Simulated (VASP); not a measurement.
## Cu: single point with PBEsol

Cu:

```
Cu
1.0
     1.23844   -4.04158    0.00000
     1.23844    4.04158    0.00000
     0.00000    0.00000    2.51609
Cu
2
Direct
  0.13387 0.86613 0.25000
  0.86613 0.13387 0.75000
```

| Quantity | Value |
| --- | --- |
| Program | VASP 6.6.1 |
| Task | single point |
| Functional | PBEsol |
| Potentials or basis | VASP PAW PBE potentials, release 64 (Cu) |
| Cutoff | 520 eV |
| k mesh | 12 × 12 × 12 |
| Occupations | fermi-dirac, width 0.1 eV |
| Spin | no spin polarisation |
| Dipole correction | no |
| Further INCAR settings | ALGO = Normal; EDIFF = 1e-06; NBANDS = 18 |

```
Pressure               : -7.1 GPa
Largest force          : 0.065 eV/Å
Band gap on the k mesh : zero (bands 11 and 12 overlap by 5.40 eV)
```

Forces in eV/Å, atoms in the order of the input:
```
Cu   0.000 -0.065  0.000
Cu   0.000  0.065  0.000
```

Stress tensor (GPa, compression positive):
```
-6.76  0.00  0.00
 0.00 -7.58  0.00
 0.00  0.00 -6.93
```

Levels at points of the mesh, in eV from the Fermi level:
| k point | band 9 | band 10 | band 11 | band 12 | band 13 | band 14 |
| --- | --- | --- | --- | --- | --- | --- |
| (0.00, 0.00, 0.00) | -1.75 | -1.62 | -1.40 | 0.03 | 4.53 | 14.31 |
| (0.50, 0.00, 0.00) | -2.02 | -1.59 | -0.45 | 1.19 | 2.47 | 6.57 |
| (0.50, 0.50, 0.00) | -2.18 | -1.84 | -1.54 | -1.47 | 13.19 | 14.81 |
| (0.00, 0.00, 0.50) | -1.64 | -1.64 | -0.03 | -0.03 | 7.93 | 7.93 |
| (0.50, 0.00, 0.50) | -1.24 | -1.24 | 3.63 | 3.63 | 7.22 | 7.22 |
| (0.50, 0.50, 0.50) | -1.49 | -1.49 | -0.84 | -0.84 | 3.46 | 3.46 |

Run time: 42 s on 1 thread of Intel(R) Xeon(R) 6975P-C (Granite Rapids) (shared host), peak memory 0.23 GiB.

Caveat: the cell stands under tension; the PAW data sets were made with another functional, which shifts forces and pressure a little.
